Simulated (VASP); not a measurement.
Set up this calculation in VASP 6.6.1, as the native input.

| Property | Result |
| --- | --- |
| Task | single point |
| Functional | PBE |
| Potentials or basis | VASP PAW PBE potentials, release 64 (F) |
| Cutoff | 520 eV |
| k mesh | 10 × 10 × 4 |
| Occupations | gaussian, width 0.01 eV |
| Spin | no spin polarisation |
| Dipole correction | no |
| Further INCAR settings | ALGO = Normal; EDIFF = 1e-06; NBANDS = 22 |

The structure of F lies in POSCAR:

```
F
1.0
    2.6008699505     -1.4917102640     -0.0066520274
    2.6008699505      1.4917102640     -0.0066520274
   -2.0793978306      0.0000000000      6.7794329982
F
4
Direct
    0.5053997825      0.5053997825      0.4025791772
    0.0852958780      0.0852958780      0.0971246484
    0.4946002175      0.4946002175      0.5974208228
    0.9147041220      0.9147041220      0.9028753516
```

The input as run:

INCAR

```
PREC     = Accurate       # precision mode
ENCUT    = 520            # plane-wave cutoff, eV
EDIFF    = 1E-6           # SCF threshold, eV
ISMEAR   = 0              # smearing method
SIGMA    = 0.01           # smearing width, eV
LREAL    = False          # projectors in reciprocal space
LASPH    = True           # aspherical terms in the spheres
NELM     = 100            # most SCF steps
ALGO     = Normal         # electronic algorithm
ISIF     = 2              # what is computed and relaxed
LWAVE    = False          # write WAVECAR
LCHARG   = False          # write CHGCAR
GGA      = PE             # functional
NBANDS   = 22             # bands
```

KPOINTS

```
Automatic mesh
0
Gamma
  10 10 4
```

Potentials or basis: VASP PAW PBE potentials, release 64 (F).

Command:

```bash
$ cat potpaw_PBE.64/F/POTCAR > POTCAR
$ mpirun -np 1 vasp_std > vasp.out
```

Results of the run:

| Property | Result |
| --- | --- |
| Pressure | 5.1 GPa |
| Largest force | 0.996 eV/Å |
| Band gap on the k mesh | 2.61 eV, indirect (least direct gap 2.67 eV) |

Run time: 33 s on 1 thread of Intel(R) Xeon(R) 6975P-C (Granite Rapids), with other jobs on the host, peak memory 0.22 GiB.
